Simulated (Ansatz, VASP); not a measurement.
## GaSi3: VASP beside Ansatz

File POSCAR:

```
GaSi3
1.0
    5.6635492971      0.0000000000      0.0000000000
   -2.8317746485      4.9047775668      0.0000000000
    0.0000000000      0.0000000000      4.5458721530
Ga Si
2 6
Direct
    0.3333333333      0.6666666667      0.2500000000
    0.6666666667      0.3333333333      0.7500000000
    0.8330000000      0.6660000000      0.2500000000
    0.1670000000      0.8330000000      0.7500000000
    0.3340000000      0.1670000000      0.2500000000
    0.1670000000      0.3340000000      0.7500000000
    0.8330000000      0.1670000000      0.2500000000
    0.6660000000      0.8330000000      0.7500000000
```

The input INCAR.step1:

```
PREC = Accurate
ENCUT = 520
ISMEAR = 0
SIGMA = 0.1
LREAL = F
LASPH = T
NELM = 100
NBANDS = 35
GGA = PE
ALGO = Normal
EDIFF = 1E-4
LWAVE = T
LCHARG = F
```

Contents of INCAR.step2:

```
PREC = Accurate
ENCUT = 520
EDIFF = 1E-6
ISMEAR = 0
SIGMA = 0.1
LREAL = F
LASPH = T
NELM = 100
ALGO = Normal
ISIF = 2
LWAVE = F
LCHARG = T
METAGGA = R2SCAN
LMIXTAU = T
LELF = T
LVHAR = T
NBANDS = 35
ISTART = 1
```

File KPOINTS:

```
regular mesh
0
Gamma
  6 6 4
```

Input for Ansatz:

```yaml
crystal:
  lattice:
    - [5.6635492971, 0.0, 0.0]
    - [-2.8317746485, 4.9047775668, 0.0]
    - [0.0, 0.0, 4.545872153]
  atoms:
    - { symbol: Ga, position: [0.3333333333, 0.6666666667, 0.25] }
    - { symbol: Ga, position: [0.6666666667, 0.3333333333, 0.75] }
    - { symbol: Si, position: [0.833, 0.666, 0.25] }
    - { symbol: Si, position: [0.167, 0.833, 0.75] }
    - { symbol: Si, position: [0.334, 0.167, 0.25] }
    - { symbol: Si, position: [0.167, 0.334, 0.75] }
    - { symbol: Si, position: [0.833, 0.167, 0.25] }
    - { symbol: Si, position: [0.666, 0.833, 0.75] }
basis:
  ecutwfc: 500
kpoints:
  mp_grid: { grid: [6, 6, 4] }
hamiltonian:
  xc: r2scan
scf:
  occupations: { method: gaussian, width: 0.1 }
  lower_state_search: "off"
output:
  forces: true
  stress: true
  eigenvalues: true
```

Alike in both runs: task single point; functional r2SCAN; k mesh 6 × 6 × 4; occupations gaussian, width 0.1 eV; no spin polarisation.

|  | VASP | Ansatz |
| --- | --- | --- |
| version | VASP 6.6.1 | Ansatz 0.2.0 |
| potentials or method | VASP PAW PBE potentials, release 64 (Ga_d, Si), cutoff 520 eV | scalar-relativistic, plane waves, PAW |
| valence electrons in the cell | 50 | 50 |

|  | VASP | Ansatz | Ansatz less VASP |
| --- | --- | --- | --- |
| gap on the k mesh at the Fermi level (eV) | none | none | - |
| pressure (GPa) | -3.8 | -3.9 | -0.02 |
| traceless stress, the component that is largest in VASP (GPa) | 4.90 | 4.88 | -0.021 |
| rms of the force components (eV/Å) | 0.146 | 0.145 | -0.0010 |

VASP's potentials were made for PBE, not for r2SCAN. Atom by atom the forces differ by 0.001 eV/Å (rms over components). A gap of «none» marks a metal or a gap that the smearing closes.
